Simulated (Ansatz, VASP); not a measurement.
## TiO2 in VASP and in Ansatz

```
CELL_PARAMETERS angstrom
-1.89941 1.89941 4.85024
1.89941 -1.89941 4.85024
1.89941 1.89941 -4.85024
ATOMIC_POSITIONS crystal
Ti 0.00000 0.00000 0.00000
Ti 0.75000 0.25000 0.50000
O 0.20645 0.20645 0.00000
O 0.95645 0.45645 0.50000
O 0.54355 0.04355 0.50000
O 0.79355 0.79355 0.00000
```

Alike in both runs: functional PBE; k mesh 10 × 10 × 10; no spin polarisation.

Ansatz relaxed the structure, and its values are those at the end. VASP's run is a single point on that final structure, the one shown.

```csv
,VASP,Ansatz
version,VASP 6.6.1,Ansatz 0.2.0
potentials or method,"VASP PAW PBE potentials, release 64 (Ti_sv, O), cutoff 520 eV","scalar-relativistic, plane waves, PAW"
occupations,"gaussian, width 0.01 eV",fixed
valence electrons in the cell,48,48
```

VASP gave:

```
gap on the k mesh at the Fermi level (eV) : 2.11
least direct gap on the mesh (eV)         : 2.41
pressure (GPa)                            : 0.7
rms of the force components (eV/Å)        : 0.009
```

Task: Which values does Ansatz return?

Result: gap on the k mesh at the Fermi level (eV): 2.14; least direct gap on the mesh (eV): 2.43; pressure (GPa): 0.0; rms of the force components (eV/Å): 0.000.
